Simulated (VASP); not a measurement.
# Si3N4 (P-43m) in VASP: notebook, part 2 of 2

VASP 6.6.1.

### 4 Relaxation of cell and atoms, r2SCAN+D3(BJ)

This run uses another cell than the first one, of 10.07 Å³/atom, 1.032 times its volume.

Contents of POSCAR:

```
Si3N4
1.0
    4.1307800000      0.0000000000      0.0000000000
    0.0000000000      4.1307800000      0.0000000000
    0.0000000000      0.0000000000      4.1307800000
Si N
3 4
Direct
    0.0000000000      0.0000000000      0.5000000000
    0.5000000000      0.0000000000      0.0000000000
    0.0000000000      0.5000000000      0.0000000000
    0.2395200000      0.2395200000      0.7604800000
    0.7604800000      0.7604800000      0.7604800000
    0.2395200000      0.7604800000      0.2395200000
    0.7604800000      0.2395200000      0.2395200000
```

Contents of INCAR.step1:

```
SYSTEM = Si3N4
PREC     = Accurate       ! precision mode
ENCUT    = 600            ! plane-wave cutoff, eV
ISMEAR   = -1             ! smearing method
SIGMA    = 0.05           ! smearing width, eV
LREAL    = .FALSE.        ! projectors in reciprocal space
LASPH    = .TRUE.         ! aspherical terms in the spheres
NELM     = 80             ! most SCF steps
GGA      = PE             ! functional
ALGO     = Normal         ! electronic algorithm
EDIFF    = 1E-4           ! SCF threshold, eV
LWAVE    = .TRUE.         ! write WAVECAR
LCHARG   = .FALSE.        ! write CHGCAR
```

Contents of INCAR.step2:

```
SYSTEM = Si3N4
PREC     = Accurate       ! precision mode
ENCUT    = 600            ! plane-wave cutoff, eV
EDIFF    = 1E-6           ! SCF threshold, eV
ISMEAR   = -1             ! smearing method
SIGMA    = 0.05           ! smearing width, eV
LREAL    = .FALSE.        ! projectors in reciprocal space
LASPH    = .TRUE.         ! aspherical terms in the spheres
NELM     = 80             ! most SCF steps
ALGO     = Normal         ! electronic algorithm
ISIF     = 3              ! what is computed and relaxed
LWAVE    = .FALSE.        ! write WAVECAR
LCHARG   = .FALSE.        ! write CHGCAR
METAGGA  = R2SCAN         ! meta-GGA
LMIXTAU  = .TRUE.       
IVDW     = 12             ! dispersion correction
VDW_S6   = 1.0          
VDW_S8   = 0.78981345   
VDW_A1   = 0.49484001   
VDW_A2   = 5.73083694   
IBRION   = 2              ! ionic algorithm
NSW      = 60             ! ionic steps
EDIFFG   = -0.01          ! ionic threshold
ISTART   = 1
```

Contents of KPOINTS:

```
Automatic mesh
0
G
  7 7 7
  0 0 0
```

Launch:

```sh
$ cat potpaw_PBE.64/Si/POTCAR potpaw_PBE.64/N/POTCAR > POTCAR
$ cp INCAR.step1 INCAR
$ mpirun -np 1 vasp_std > vasp.out
$ cp INCAR.step2 INCAR
$ mpirun -np 1 vasp_std > vasp.out
```

It took 3.4 min on 1 thread of Intel Xeon 6975P-C (Granite Rapids), shared host; peak memory 0.23 GiB.

Results (log left out):

```yaml
Free_energy: -71.1699 eV
Relaxed_volume: 9.76 Å³/atom
Relaxed_cell: a = 4.088 Å, b = 4.088 Å, c = 4.088 Å, α = 90.00°, β = 90.00°, γ = 90.00°
Space_group_after_relaxing_to_0.05_Å: P-43m (No. 215)
Energy_gained_by_relaxing: 7.6 meV/atom
Ionic_steps: 6
Pressure_after_relaxing: 0.1 GPa
Band_gap_on_the_k_mesh: 3.34 eV, indirect (least direct gap 3.52 eV)
Dispersion_energy_per_atom: -0.129 eV
```

Forces on the atoms (eV/Å):
```
Si   0.000  0.000  0.000
Si   0.000  0.000  0.000
Si   0.000  0.000  0.000
N    0.002  0.002 -0.002
N   -0.002 -0.002 -0.002
N    0.002 -0.002  0.002
N   -0.002  0.002  0.002
```

The path:
| step | energy change (eV) | largest force (eV/Å) | pressure (GPa) | volume (Å³) |
| --- | --- | --- | --- | --- |
| 1 | 0.0000 | 0.2958 | -7.77 | 70.48 |
| 2 | 0.0740 | 0.7310 | 13.22 | 65.62 |
| 3 | -0.0526 | 0.0790 | -0.26 | 68.52 |
| 4 | -0.0526 | 0.0868 | -0.11 | 68.48 |
| 5 | -0.0534 | 0.0221 | 0.02 | 68.37 |
| 6 | -0.0534 | 0.0028 | 0.05 | 68.34 |

Final structure:
```cif
data_structure
_symmetry_space_group_name_H-M 'P 1'
_symmetry_Int_Tables_number 1
_cell_length_a 4.0885
_cell_length_b 4.0885
_cell_length_c 4.0885
_cell_angle_alpha 90.000
_cell_angle_beta 90.000
_cell_angle_gamma 90.000
_cell_volume 68.34
loop_
_atom_site_label
_atom_site_type_symbol
_atom_site_fract_x
_atom_site_fract_y
_atom_site_fract_z
_atom_site_occupancy
Si1 Si 0.00000 0.00000 0.50000 1
Si2 Si 0.50000 0.00000 0.00000 1
Si3 Si 0.00000 0.50000 0.00000 1
N1 N 0.23939 0.23939 0.76061 1
N2 N 0.76061 0.76061 0.76061 1
N3 N 0.23939 0.76061 0.23939 1
N4 N 0.76061 0.23939 0.23939 1
```

Levels at points of the mesh, in eV from the valence-band top:
```
           k point  band 13  band 14  band 15  band 16  band 17  band 18  band 19  band 20
(0.00, 0.00, 0.00)    -3.46    -0.19    -0.19    -0.19     3.34     3.34     3.34     5.25
```

Caveat: the PAW data sets were made with another functional, which shifts forces and pressure a little. r2SCAN opens gaps a little over a GGA but as a rule still falls short of measured ones.

### 5 Single point, LDA

This run uses another cell than the first one, of 9.69 Å³/atom, 0.992 times its volume.

Contents of INCAR:

```
PREC = Accurate
ENCUT = 520
EDIFF = 1E-6
ISMEAR = -1
SIGMA = 0.05
LREAL = F
LASPH = T
NELM = 60
ALGO = Normal
ISIF = 2
LWAVE = F
LCHARG = F
GGA = CA
NBANDS = 25
```

Contents of KPOINTS:

```
regular mesh
0
Gamma
  7 7 7
```

Contents of POSCAR:

```
Si3N4
1.0
    4.0777768177      0.0000000000      0.0000000000
    0.0000000000      4.0777768177      0.0000000000
    0.0000000000      0.0000000000      4.0777768177
Si N
3 4
Direct
    0.0000000000      0.0000000000      0.5000000000
    0.5000000000      0.0000000000      0.0000000000
    0.0000000000      0.5000000000      0.0000000000
    0.2397935383      0.2397935383      0.7602064617
    0.7602064617      0.7602064617      0.7602064617
    0.2397935383      0.7602064617      0.2397935383
    0.7602064617      0.2397935383      0.2397935383
```

Potentials or basis: VASP PAW LDA potentials, release 64 (Si, N).

Launch:

```sh
$ cat potpaw_LDA.64/Si/POTCAR potpaw_LDA.64/N/POTCAR > POTCAR
$ mpirun -np 1 vasp_std > vasp.out
```

It took 11 s on 1 thread of Intel Xeon 6975P-C (Granite Rapids), shared host; peak memory 0.15 GiB.

Results (log left out):

```yaml
Free_energy: -61.5647 eV
Pressure: 0.5 GPa
Largest_force: 0.013 eV/Å
Band_gap_on_the_k_mesh: 2.65 eV, indirect (least direct gap 2.84 eV)
```

Forces on the atoms (eV/Å):
```
Si   0.000  0.000  0.000
Si   0.000  0.000  0.000
Si   0.000  0.000  0.000
N    0.007  0.007 -0.007
N   -0.007 -0.007 -0.007
N    0.007 -0.007  0.007
N   -0.007  0.007  0.007
```

Levels at points of the mesh, in eV from the valence-band top:
| k point | band 13 | band 14 | band 15 | band 16 | band 17 | band 18 | band 19 | band 20 |
| --- | --- | --- | --- | --- | --- | --- | --- | --- |
| (0.00, 0.00, 0.00) | -3.38 | -0.19 | -0.19 | -0.19 | 2.65 | 2.65 | 2.65 | 4.70 |

A k mesh can miss the band edges. LDA gaps usually lie below the measured ones, often by a third to a half.

### 6 Single point, revPBE

This run uses another cell than the first one, of 10.20 Å³/atom, 1.045 times its volume.

INCAR: that of step 5 with these lines changed.

```diff
@@ -7,3 +7,3 @@
 LASPH = T
-NELM = 60
+NELM = 80
 ALGO = Normal
@@ -12,3 +12,3 @@
 LCHARG = F
-GGA = CA
+GGA = RE
 NBANDS = 25
```

Contents of KPOINTS:

```
Automatic mesh
0
Gamma
  7 7 7
```

Contents of POSCAR:

```
Si3N4
1.0
    4.1482289318      0.0000000000      0.0000000000
    0.0000000000      4.1482289318      0.0000000000
    0.0000000000      0.0000000000      4.1482289318
Si N
3 4
Direct
    0.0000000000      0.0000000000      0.5000000000
    0.5000000000      0.0000000000      0.0000000000
    0.0000000000      0.5000000000      0.0000000000
    0.2393949520      0.2393949520      0.7606050480
    0.7606050480      0.7606050480      0.7606050480
    0.2393949520      0.7606050480      0.2393949520
    0.7606050480      0.2393949520      0.2393949520
```

Potentials or basis: VASP PAW PBE potentials, release 64 (Si, N).

Launch:

```sh
$ cat potpaw_PBE.64/Si/POTCAR potpaw_PBE.64/N/POTCAR > POTCAR
$ mpirun -np 1 vasp_std > vasp.out
```

Run time: 11 s. Hardware: 1 thread of Intel Xeon 6975P-C (Granite Rapids), shared host; peak memory 0.17 GiB.

The run converged. Its results:

```
Free energy            : -53.3313 eV
Pressure               : -0.6 GPa
Largest force          : 0.032 eV/Å
Band gap on the k mesh : 2.76 eV, indirect (least direct gap 2.94 eV)
```

Forces on the atoms (eV/Å):
```
Si   0.000  0.000  0.000
Si   0.000  0.000  0.000
Si   0.000  0.000  0.000
N   -0.018 -0.018  0.018
N    0.018  0.018  0.018
N   -0.018  0.018 -0.018
N    0.018 -0.018 -0.018
```

Levels at points of the mesh, in eV from the valence-band top:
```
           k point  band 13  band 14  band 15  band 16  band 17  band 18  band 19  band 20
(0.00, 0.00, 0.00)    -3.31    -0.18    -0.18    -0.18     2.76     2.76     2.76     4.10
```

Caveat: the PAW data sets were made with another functional, which shifts forces and pressure a little. A k mesh can miss the band edges.

### 7 Summary

| task | level | potentials or basis | cell | cutoff (eV) | gap on the mesh (eV) | pressure (GPa) | relaxed volume (Å³/atom) | largest force (eV/Å) |
| --- | --- | --- | --- | --- | --- | --- | --- | --- |
| single point | r2SCAN+D3(BJ) | VASP PAW PBE potentials, release 64 (Si, N) | a = 4.088 Å, 7 atoms | 520 | 3.33 | 0.0 | - | 0.01 |
| relaxation of cell and atoms | RPBE | VASP PAW PBE potentials, release 64 (Si, N) | relaxed from a = 4.131 Å, 7 atoms | 600 | 2.78 | 0.0 | 10.21 | - |
| relaxation of cell and atoms | r2SCAN+D3(BJ) | VASP PAW PBE potentials, release 64 (Si, N) | relaxed from a = 4.131 Å, 7 atoms | 600 | 3.34 | 0.1 | 9.76 | - |
| single point | LDA | VASP PAW LDA potentials, release 64 (Si, N) | a = 4.078 Å, 7 atoms | 520 | 2.65 | 0.5 | - | 0.01 |
| single point | revPBE | VASP PAW PBE potentials, release 64 (Si, N) | a = 4.148 Å, 7 atoms | 520 | 2.76 | -0.6 | - | 0.03 |

Alike in all rows: no spin polarisation; k mesh 7 × 7 × 7; smearing fermi-dirac 0.05 eV.

Caveats: the PAW data sets were made with another functional, which shifts forces and pressure a little (some runs).

Absolute energies hang on the potentials; compare differences alone.
